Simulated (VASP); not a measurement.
ZnGeP2:

```
CELL_PARAMETERS angstrom
-2.74996 2.74996 5.42167
2.74996 -2.74996 5.42167
2.74996 2.74996 -5.42167
ATOMIC_POSITIONS crystal
Zn 0.75000 0.25000 0.50000
Zn 0.00000 0.00000 0.00000
Ge 0.25000 0.75000 0.50000
Ge 0.50000 0.50000 0.00000
P 0.12836 0.62500 0.00336
P 0.87500 0.87164 0.49664
P 0.37500 0.37836 0.50336
P 0.62164 0.12500 0.99664
```

```yaml
Program: VASP 6.6.1
Task: relaxation of cell and atoms
Functional: PBEsol
Potentials_or_basis: VASP PAW PBE potentials, release 64 (Zn, Ge_d, P)
Cutoff: 500 eV
k_mesh: 6 × 6 × 6
Occupations: fermi-dirac, width 0.02 eV
Spin: no spin polarisation
```

At the start: pressure -3.0 GPa; volume 20.50 Å³/atom.

**Question.** Where does the relaxation end?

**Answer.** Over 5 steps the energy falls by 7.7 meV/atom and the volume is 19.71 Å³/atom (-3.9 %); space group I-42d (No. 122, to 0.1 Å) before and after.

The path:
```csv
step,energy change (eV),largest force (eV/Å),pressure (GPa),volume (Å³)
1,0.0000,0.0124,-3.01,164.00
2,-0.0483,0.0980,1.51,155.04
3,-0.0608,0.0698,0.01,157.74
4,-0.0615,0.0330,0.00,157.70
5,-0.0617,0.0025,0.00,157.67
```

Final structure:
```
Zn Ge P
1.0
    -2.71391    2.71391    5.35174
     2.71391   -2.71391    5.35174
     2.71391    2.71391   -5.35174
Zn Ge P
2 2 4
Direct
  0.75000 0.25000 0.50000
  0.00000 0.00000 0.00000
  0.25000 0.75000 0.50000
  0.50000 0.50000 0.00000
  0.12721 0.62500 0.00221
  0.87500 0.87279 0.49779
  0.37500 0.37721 0.50221
  0.62279 0.12500 0.99779
```

Caveat: the PAW data sets were made with another functional, which shifts forces and pressure a little.
